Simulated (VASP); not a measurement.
Write the native input for VASP 6.6.1 that does the following.

```yaml
Task: relaxation of cell and atoms
Functional: LDA
Potentials_or_basis: VASP PAW LDA potentials, release 64 (Mg)
Cutoff: 600 eV
k_mesh: 12 × 12 × 6
Occupations: fermi-dirac, width 0.15 eV
Spin: no spin polarisation
Dipole_correction: no
Further_INCAR_settings: ALGO = Fast; EDIFF = 1e-07; IBRION = 2; EDIFFG = -0.001; NSW = 80; ISIF = 3
```

The structure of Mg lies in POSCAR:

```
Mg
1.0
    3.1477141245      0.0000000000      0.0000000000
   -1.5738570622      2.7260003956      0.0000000000
    0.0000000000      0.0000000000      5.0396337581
Mg
2
Direct
    0.3333333333      0.6666666667      0.2500000000
    0.6666666667      0.3333333333      0.7500000000
```

These files were run (other wordings do the same):

INCAR

```
  PREC = Accurate
  ENCUT = 600
  EDIFF = 1E-7
  ISMEAR = -1
  SIGMA = 0.15
  LREAL = F
  LASPH = T
  NELM = 100
  ALGO = Fast
  ISIF = 3
  LWAVE = F
  LCHARG = F
  IBRION = 2
  NSW = 80
  EDIFFG = -0.001
```

KPOINTS

```
Automatic mesh
0
Gamma
  12 12 6
```

Potentials or basis: VASP PAW LDA potentials, release 64 (Mg).

The run is started by

```bash
$ cat potpaw_LDA.64/Mg/POTCAR > POTCAR
$ mpirun -np 1 vasp_std > vasp.out
```

Results of the run:

```yaml
Relaxed_volume: 21.48 Å³/atom
Relaxed_cell: a = 3.134 Å, b = 3.134 Å, c = 5.049 Å, α = 90.00°, β = 90.00°, γ = 120.00°
Space_group_after_relaxing_to_0.05_Å: P6_3/mmc (No. 194)
Energy_gained_by_relaxing: 0.2 meV/atom
Ionic_steps: 5
Pressure_after_relaxing: 0.0 GPa
Band_gap_on_the_k_mesh: zero (band 2 reaches 3.83 eV, above the bottom of band 3 at 1.63 eV)
```

Run time: 20 s on 1 thread of Intel(R) Xeon(R) 6975P-C (Granite Rapids), on a shared host, peak memory 0.17 GiB.
